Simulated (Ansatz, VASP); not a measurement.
# Two plane-wave programs on TaN

Contents of INCAR:

```
PREC = Accurate
ENCUT = 520
EDIFF = 1E-6
ISMEAR = 0
SIGMA = 0.15
LREAL = False
LASPH = True
NELM = 100
ALGO = Normal
ISIF = 2
LWAVE = False
LCHARG = False
GGA = PS
NBANDS = 15
```

The input KPOINTS:

```
Automatic mesh
0
Gamma
  24 24 24
```

File POSCAR:

```
TaN
1.0
    0.0000000000      2.2534800447      2.2206623742
    2.2534800447      0.0000000000      2.2206623742
    2.2534800447      2.2534800447      0.0000000000
Ta N
1 1
Direct
    0.5000000000      0.5000000000      0.5000000000
    0.0000000000      0.0000000000      0.0000000000
```

Input for Ansatz:

```yaml
crystal:
  lattice:
    - [0.0, 2.2534800447, 2.2206623742]
    - [2.2534800447, 0.0, 2.2206623742]
    - [2.2534800447, 2.2534800447, 0.0]
  atoms:
    - { symbol: Ta, position: [0.5, 0.5, 0.5] }
    - { symbol: "N", position: [0.0, 0.0, 0.0] }
basis:
  ecutwfc: 420
kpoints:
  mp_grid: { grid: [24, 24, 24] }
hamiltonian:
  xc: pbesol
scf:
  occupations: { method: gaussian, width: 0.15 }
output:
  forces: true
  stress: true
  eigenvalues: true
```

Change from the starting cell: strain +0.030 along x and y, +0.015 along z, atoms carried along.

Alike in both runs: task single point; functional PBEsol; k mesh 24 × 24 × 24; occupations gaussian, width 0.15 eV; no spin polarisation.

|  | VASP | Ansatz |
| --- | --- | --- |
| version | VASP 6.6.1 | Ansatz 0.2.0 |
| potentials or method | VASP PAW PBE potentials, release 64 (Ta_pv, N), cutoff 520 eV | scalar-relativistic, plane waves, PAW |
| valence electrons in the cell | 16 | 18 |

```csv
,VASP,Ansatz,Ansatz less VASP
gap on the k mesh at the Fermi level (eV),none,none,-
pressure (GPa),-21.6,-22.2,-0.67
"traceless stress, the component that is largest in VASP (GPa)",4.29,4.26,-0.031
```

VASP's potentials were made for PBE, not for PBEsol. A gap of «none» marks a metal or a gap that the smearing closes. VASP's potentials hold 16 valence electrons a cell and Ansatz's 18, so a difference there can come from the potentials and not from the codes.

Neither program's run includes spin-orbit coupling.
